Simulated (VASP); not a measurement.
Write the native input for VASP 6.6.1 that does the following.

```yaml
Task: single point
Functional: PBE
Potentials_or_basis: VASP PAW PBE potentials, release 64 (Al, Ni)
Cutoff: 520 eV
k_mesh: 20 × 20 × 20
Occupations: gaussian, width 0.15 eV
Spin: no spin polarisation
Dipole_correction: no
Further_INCAR_settings: ALGO = Fast; EDIFF = 1e-06; NBANDS = 14
```

The structure of AlNi lies in POSCAR:

```
AlNi
1.0
    3.0377377044      0.0000000000      0.0000000000
    0.0000000000      3.0377377044      0.0000000000
    0.0000000000      0.0000000000      2.8207564398
Al Ni
1 1
Direct
    0.0000000000      0.0000000000      0.0000000000
    0.5000000000      0.5000000000      0.5000000000
```

This cell differs from its parent crystal: strain +0.050 along x and y, -0.025 along z.

One way to write it, as run:

INCAR

```
SYSTEM = AlNi
ALGO = Fast
EDIFF = 1E-6
ENCUT = 520
GGA = PE
ISIF = 2
ISMEAR = 0
LASPH = .True.
LCHARG = .True.
LELF = .True.
LREAL = .False.
LVHAR = .True.
LWAVE = .False.
NBANDS = 14
NELM = 80
PREC = Accurate
SIGMA = 0.15
```

KPOINTS

```
k-points
0
Gamma
  20 20 20
  0 0 0
```

Potentials or basis: VASP PAW PBE potentials, release 64 (Al, Ni).

Run with:

```sh
$ cat potpaw_PBE.64/Al/POTCAR potpaw_PBE.64/Ni/POTCAR > POTCAR
$ mpirun -np 1 vasp_std > vasp.out
```

It gave:

```yaml
Pressure: -9.6 GPa
Band_gap_on_the_k_mesh: zero (an odd number of electrons rules out a gap without spin polarisation)
```

Caveat: the cell differs from its parent crystal (strain +0.050 along x and y, -0.025 along z); the cell stands under tension.

It took 4 min on 1 thread of Intel Xeon 8259CL (shared host), peak memory 0.37 GiB.
